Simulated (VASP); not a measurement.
# CdS in VASP: a series of runs

The runs below take CdS through single point, with PBE.

Everything below comes from runs of VASP 6.6.1. Logs are shortened: lines on timing, memory, paths and dates and some standing lists are left out, and cuts for length are marked.

### 1 The cell of the first run

It takes space group I-4m2 (No. 119, tetragonal). Conventional cell: a = 4.157 Å, b = 4.157 Å, c = 6.172 Å, α = 90.00°, β = 90.00°, γ = 90.00°. Cd (site symmetry -4m2) has 4 S at 2.59 Å within 3.4 Å. Within 3.4 Å of S (site symmetry -4m2) lie 4 Cd at 2.59 Å.

### 2 Single point, PBE (uniaxial x strain +5.0%)

File INCAR:

```
SYSTEM = CdS
  PREC = Accurate
  ENCUT = 520
  EDIFF = 1E-6
  ISMEAR = -1
  SIGMA = 0.02
  LREAL = .False.
  LASPH = .True.
  NELM = 80
  ALGO = Normal
  ISIF = 2
  LWAVE = .False.
  LCHARG = .True.
  GGA = PE
  LELF = .True.
  LVHAR = .True.
  NBANDS = 16
```

File KPOINTS:

```
regular mesh
0
Gamma
  8 8 8
  0 0 0
```

File POSCAR:

```
CdS
1.0
    0.0000000000      2.9392148416      2.9392148416
    3.0861755837      0.0000000000      2.9392148416
    3.0861755837      2.9392148416      0.0000000000
Cd S
1 1
Direct
    0.0000000000      0.0000000000      0.0000000000
    0.2500000000      0.2500000000      0.2500000000
```

Potentials or basis: VASP PAW PBE potentials, release 64 (Cd, S).

The run is started by

```
$ cat potpaw_PBE.64/Cd/POTCAR potpaw_PBE.64/S/POTCAR > POTCAR
$ mpirun -np 1 vasp_std > vasp.out
```

OUTCAR:

```text
SYSTEM = CdS
   PREC = Accurate
   ENCUT = 520
   EDIFF = 1E-6
   ISMEAR = -1
   LREAL = .False.
   LASPH = .True.
   NELM = 80
   ISIF = 2
   GGA = PE

 ion  position               nearest neighbor table
   1  0.000  0.000  0.000-   2 2.59   2 2.59   2 2.59   2 2.59
   2  0.250  0.250  0.250-   1 2.59   1 2.59   1 2.59   1 2.59

  LATTYP: Found a body centered tetragonal cell.
 ALAT       =     4.1566774917
 C/A-ratio  =     1.4849242405

  Lattice vectors:

 A1 = (   3.0861755837,   0.0000000000,   2.9392148416)
 A2 = (   3.0861755837,   0.0000000000,  -2.9392148416)
 A3 = (  -3.0861755837,   2.9392148416,   0.0000000000)

Analysis of symmetry for initial positions (statically):
=====================================================================
 Subroutine PRICEL returns:
 Original cell was already a primitive cell.

 Routine SETGRP: Setting up the symmetry group for a
 body centered tetragonal supercell.

 Subroutine GETGRP returns: Found  8 space group operations
 (whereof  8 operations were pure point group operations)
 out of a pool of 16 trial point group operations.

The static configuration has the point symmetry D_2d.

Analysis of symmetry for dynamics (positions and initial velocities):
=====================================================================
 Subroutine PRICEL returns:
 Original cell was already a primitive cell.

 Routine SETGRP: Setting up the symmetry group for a
 body centered tetragonal supercell.

 Subroutine GETGRP returns: Found  8 space group operations
 (whereof  8 operations were pure point group operations)
 out of a pool of 16 trial point group operations.

The dynamic configuration has the point symmetry D_2d.

 Subroutine INISYM returns: Found  8 space group operations
 (whereof  8 operations are pure point group operations),
 and found     1 'primitive' translations

----------------------------------------------------------------------------------------

                                     Primitive cell

  volume of cell :      53.3228

  direct lattice vectors                    reciprocal lattice vectors
     0.000000000  2.939214842  2.939214842    -0.162012817  0.170113458  0.170113458
     3.086175584  0.000000000  2.939214842     0.162012817 -0.170113458  0.170113458
     3.086175584  2.939214842  0.000000000     0.162012817  0.170113458 -0.170113458

  length of vectors
     4.156677492  4.261861520  4.261861520     0.290043669  0.290043669  0.290043669

  position of ions in fractional coordinates (direct lattice)
     0.000000000  0.000000000  0.000000000
     0.250000000  0.250000000  0.250000000

  ion indices of the primitive-cell ions
   primitive index   ion index
                 1           1
                 2           2

----------------------------------------------------------------------------------------

 KPOINTS: regular mesh

Automatic generation of k-mesh.
 Grid dimensions read from file:
 generate k-points for:    8    8    8

 Generating k-lattice:

  Cartesian coordinates                     Fractional coordinates (reciprocal lattice)
    -0.020251602  0.021264182  0.021264182     0.125000000  0.000000000  0.000000000
     0.020251602 -0.021264182  0.021264182     0.000000000  0.125000000  0.000000000
     0.020251602  0.021264182 -0.021264182     0.000000000  0.000000000  0.125000000

  Length of vectors
     0.036255459  0.036255459  0.036255459

  Shift w.r.t. Gamma in fractional coordinates (k-lattice)
     0.000000000  0.000000000  0.000000000

 Subroutine IBZKPT returns following result:
 ===========================================

 Found     59 irreducible k-points:

 Following reciprocal coordinates:
            Coordinates               Weight
  0.000000  0.000000  0.000000      1.000000
  0.125000  0.000000  0.000000      8.000000
  0.250000  0.000000  0.000000      8.000000
  0.375000  0.000000  0.000000      8.000000
  0.500000  0.000000  0.000000      4.000000
  0.125000  0.125000  0.000000      4.000000
[... 16 lines left out ...]
  0.250000  0.125000  0.125000      4.000000
  0.375000  0.125000  0.125000      8.000000
 [... further k-points ...]
   k-points           NKPTS =     59   k-points in BZ     NKDIM =     59   number of bands    NBANDS=     16
   number of dos      NEDOS =    301   number of ions     NIONS =      2
   total plane-waves  NPLWV =  32768
   dimension x,y,z NGX =    32 NGY =   32 NGZ =   32
   dimension x,y,z NGXF=    64 NGYF=   64 NGZF=   64
   ions per type =               1   1
   NGX,Y,Z   is equivalent  to a cutoff of  12.80, 12.48, 12.48 a.u.
   NGXF,Y,Z  is equivalent  to a cutoff of  25.60, 24.97, 24.97 a.u.
 SYSTEM =  CdS
   PREC   = accura    normal or accurate (medium, high low for compatibility)
   ISTART =      0    job   : 0-new  1-cont  2-samecut
   ICHARG =      2    charge: 1-file 2-atom 10-const
   ISPIN  =      1    spin polarized calculation?
   LNONCOLLINEAR =      F non collinear calculations
   LSORBIT =      F    spin-orbit coupling
   LASPH  =      T    aspherical Exc in radial PAW
   ENCUT  =  520.0 eV  38.22 Ry    6.18 a.u.   7.73  7.92  7.92*2*pi/ulx,y,z
   NELM   =     80;   NELMIN=  2; NELMDL= -5     # of ELM steps
   EDIFF  = 0.1E-05   stopping-criterion for ELM
   LREAL  =      F    real-space projection
   EDIFFG = 0.1E-04   stopping-criterion for IOM
   NSW    =      0    number of steps for IOM
   IBRION =     -1    ionic relax: 0-MD 1-quasi-New 2-CG
   NFREE  =      0    steps in history (QN), initial steepest desc. (CG)
   ISIF   =      2    stress and relaxation
   ISYM   =      2    0-nonsym 1-usesym 2-fastsym
   POTIM  = 0.5000    time-step for ionic-motion
   TEBEG  =    0.0;   TEEND  =   0.0 temperature during run
   PSTRESS=    0.0 pullay stress
   NELECT =      18.0000    total number of electrons
   NUPDOWN=      -1.0000    fix difference up-down
   EMIN   =  10.00;   EMAX   =-10.00  energy-range for DOS
   EFERMI =   0.00;   METHOD = LEGACY
   ISMEAR =    -1;   SIGMA  =   0.02  broadening in eV -4-tet -1-fermi 0-gaus
   EFERMI_NEDOS =   21; number of points for ismear=-14 and -15
   IALGO  =     38    algorithm
   IMIX   =      4    mixing-type and parameters
     AMIX     =   0.40;   BMIX     =  1.00
     AMIX_MAG =   1.60;   BMIX_MAG =  1.00
  volume/ion in A,a.u.               =      26.66       179.92
  Fermi-wavevector in a.u.,A,eV,Ry     =   1.139886  2.154071 17.678580  1.299339
  Thomas-Fermi vector in A             =   2.276588
   LORBIT       =      0    0 simple, 1 ext, 2 COOP (PROOUT), +10 PAW based schemes
   GGA     = PE    functional components
   LHFCALC =     F    Hartree Fock is set to
   AEXX    =    0.0000 exact exchange contribution
   IVDW    =     0    specifies the selected vdW correction
   LEPSILON=     F    determine dielectric tensor
   LRPA    =     F    only Hartree local field effects (RPA)
 non-spin polarized calculation
  energy-cutoff  :      520.00
  volume of cell :       53.32
 maximum number of plane-waves:      1448
   NGX = 15   NGY = 15   NGZ = 15

 number of electron      17.9999998 magnetization

 Free energy of the ion-electron system (eV)
  ---------------------------------------------------
  ext. energy  EPLUGINS =         0.00000000
  ---------------------------------------------------
  free energy    TOTEN  =        -6.13876999 eV

  energy without entropy =       -6.13876999  energy(sigma->0) =       -6.13876999

 E-fermi :   1.1789     XC(G=0):  -8.8192

 val. band max:        0.7722956219   @ k =   0.0000   0.0000   0.0000
 cond. band min:       1.7050256785   @ k =   0.0000   0.0000   0.0000
 fundamental gap:      0.9327300567
 Fermi energy:         1.1788833495

 k-point     1 :       0.0000    0.0000    0.0000
  band No.  band energies     occupation
      1     -11.2251      2.00000
      2      -6.7903      2.00000
      3      -6.7616      2.00000
      4      -6.7616      2.00000
      5      -6.3924      2.00000
      6      -6.3805      2.00000
[... 8 lines left out ...]
     15      11.9093      0.00000
     16      12.4169      0.00000

 k-point     2 :       0.1250    0.0000    0.0000
  band No.  band energies     occupation
      1     -11.1721      2.00000
      2      -6.7661      2.00000
      3      -6.7431      2.00000
      4      -6.7179      2.00000
      5      -6.3911      2.00000
      6      -6.3828      2.00000
[... 8 lines left out ...]
     15      11.7730      0.00000
     16      12.4427      0.00000

 k-point     3 :       0.2500    0.0000    0.0000
  band No.  band energies     occupation
      1     -11.0436      2.00000
      2      -6.7246      2.00000
      3      -6.7023      2.00000
      4      -6.5517      2.00000
      5      -6.3831      2.00000
      6      -6.3799      2.00000
[... 8 lines left out ...]
     15      11.4042      0.00000
     16      11.9772      0.00000

 k-point     4 :       0.3750    0.0000    0.0000
  band No.  band energies     occupation
      1     -10.9152      2.00000
      2      -6.6956      2.00000
      3      -6.6697      2.00000
      4      -6.3733      2.00000
      5      -6.3643      2.00000
      6      -6.2553      2.00000
[... 8 lines left out ...]
     15      12.0599      0.00000
     16      12.2079      0.00000
[... 324 lines left out ...]
 k-point    22 :       0.0000    0.1250    0.1250
  band No.  band energies     occupation
      1     -11.1580      2.00000
      2      -6.7456      2.00000
      3      -6.7258      2.00000
      4      -6.7258      2.00000
      5      -6.4061      2.00000
      6      -6.3721      2.00000
[... 8 lines left out ...]
     15      12.5069      0.00000
     16      12.8148      0.00000

 k-point    23 :       0.2500    0.1250    0.1250
  band No.  band energies     occupation
      1     -11.0913      2.00000
      2      -6.7305      2.00000
      3      -6.7219      2.00000
      4      -6.6372      2.00000
      5      -6.3958      2.00000
      6      -6.3692      2.00000
[... 8 lines left out ...]
     15      11.5740      0.00000
     16      13.1110      0.00000

 k-point    24 :       0.3750    0.1250    0.1250
  band No.  band energies     occupation
      1     -10.9631      2.00000
      2      -6.6908      2.00000
      3      -6.6788      2.00000
      4      -6.4646      2.00000
      5      -6.3983      2.00000
      6      -6.3107      2.00000
[... 8 lines left out ...]
     15      12.1425      0.00000
     16      12.7342      0.00000

 [... further k-points ...]

------------------------ aborting loop because EDIFF is reached ----------------------------------------

  FORCE on cell =-STRESS in cart. coord.  units (eV):
  Direction    XX          YY          ZZ          XY          YZ          ZX
  --------------------------------------------------------------------------------------
  -------------------------------------------------------------------------------------
  Total       -0.5881926     -0.2197724     -0.2197724      0.0000000      0.0000000     -0.0000000
  in kB      -17.6732662     -6.6034428     -6.6034428      0.0000000      0.0000000     -0.0000000
  external PRESSURE =     -10.2933839 kB  Pullay stress =       0.0000000 kB

 VOLUME and BASIS-vectors are now :
 -----------------------------------------------------------------------------
  energy-cutoff  :      520.00
  volume of cell :       53.32
      direct lattice vectors                 reciprocal lattice vectors
     0.000000000  2.939214842  2.939214842    -0.162012817  0.170113458  0.170113458
     3.086175584  0.000000000  2.939214842     0.162012817 -0.170113458  0.170113458
     3.086175584  2.939214842  0.000000000     0.162012817  0.170113458 -0.170113458

 POSITION                                       TOTAL-FORCE (eV/Angst)
 -----------------------------------------------------------------------------------
      0.00000      0.00000      0.00000        -0.000000     -0.000000     -0.000000
      1.54309      1.46961      1.46961         0.000000      0.000000      0.000000
 -----------------------------------------------------------------------------------
    total drift:                               -0.000001     -0.000000     -0.000000

  FREE ENERGIE OF THE ION-ELECTRON SYSTEM (eV)
  ---------------------------------------------------
  free  energy   TOTEN  =        -6.1387699911 eV

  energy  without entropy=       -6.1387699911  energy(sigma->0) =       -6.13876999
```

Run time: 57 s. Hardware: 1 thread of AMD EPYC 7R13, shared host; peak memory 0.17 GiB.

Results:

```
Free energy            : -6.1388 eV
Pressure               : -1.0 GPa
Band gap on the k mesh : 0.93 eV, direct
```

Levels at points of the mesh, in eV from the valence-band top:
| k point | band 7 | band 8 | band 9 | band 10 | band 11 | band 12 |
| --- | --- | --- | --- | --- | --- | --- |
| (0.00, 0.00, 0.00) | -0.15 | 0.00 | 0.00 | 0.93 | 6.51 | 6.51 |
| (0.50, 0.00, 0.00) | -4.02 | -0.79 | -0.60 | 2.83 | 6.79 | 7.13 |
| (0.50, 0.50, 0.00) | -3.60 | -1.78 | -1.71 | 3.57 | 4.07 | 9.03 |
| (0.00, 0.50, 0.50) | -3.87 | -1.56 | -1.56 | 3.73 | 4.44 | 8.60 |

Caveat: the cell differs from its parent crystal (uniaxial x strain +5.0%).

(Continued in part 2 of 2.)
